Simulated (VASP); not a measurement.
Write the native input for VASP 6.6.1 that does the following.

```
Task                   : single point
Functional             : r2SCAN
Potentials or basis    : VASP PAW PBE potentials, release 64 (Al, Ru_pv)
Cutoff                 : 520 eV
k mesh                 : 14 × 14 × 14
Occupations            : gaussian, width 0.1 eV
Spin                   : no spin polarisation
Dipole correction      : no
Further INCAR settings : ALGO = Normal; EDIFF = 1e-07; NBANDS = 16
```

The system is AlRu.

```
Al Ru
1.0
     2.96513    0.00000    0.00000
     0.00000    2.96513    0.00000
     0.00000    0.00000    2.96513
Al Ru
1 1
Direct
  0.00000 0.00000 0.00000
  0.50000 0.50000 0.50000
```

One way to write it, as run:

POSCAR

```
AlRu
1.0
    2.9651262992      0.0000000000      0.0000000000
    0.0000000000      2.9651262992      0.0000000000
    0.0000000000      0.0000000000      2.9651262992
Al Ru
1 1
Direct
    0.0000000000      0.0000000000      0.0000000000
    0.5000000000      0.5000000000      0.5000000000
```

INCAR.step1

```
SYSTEM = AlRu
PREC = Accurate ; ENCUT = 520
ISMEAR = 0 ; SIGMA = 0.1
LREAL = .FALSE. ; LASPH = .TRUE.
NELM = 80 ; NBANDS = 16
GGA = PE ; ALGO = Normal
EDIFF = 1E-4 ; LWAVE = .TRUE.
LCHARG = .FALSE.
```

INCAR.step2

```
SYSTEM = AlRu
PREC = Accurate ; ENCUT = 520
EDIFF = 1E-7 ; ISMEAR = 0
SIGMA = 0.1 ; LREAL = .FALSE.
LASPH = .TRUE. ; NELM = 80
ALGO = Normal ; ISIF = 2
LWAVE = .FALSE. ; LCHARG = .FALSE.
METAGGA = R2SCAN ; LMIXTAU = .TRUE.
NBANDS = 16 ; ISTART = 1
```

KPOINTS

```
Automatic mesh
0
G
  14 14 14
  0 0 0
```

Potentials or basis: VASP PAW PBE potentials, release 64 (Al, Ru_pv).

The run is started by

```console
$ cat potpaw_PBE.64/Al/POTCAR potpaw_PBE.64/Ru_pv/POTCAR > POTCAR
$ cp INCAR.step1 INCAR
$ mpirun -np 1 vasp_std > vasp.out
$ cp INCAR.step2 INCAR
$ mpirun -np 1 vasp_std > vasp.out
```

It gave:

| Quantity | Value |
| --- | --- |
| Pressure | 4.2 GPa |

Caveat: the PAW data sets were made with another functional, which shifts forces and pressure a little.

It took 64 s on 1 thread of Intel(R) Xeon(R) Platinum 8488C (Sapphire Rapids), on a shared host, peak memory 0.18 GiB.
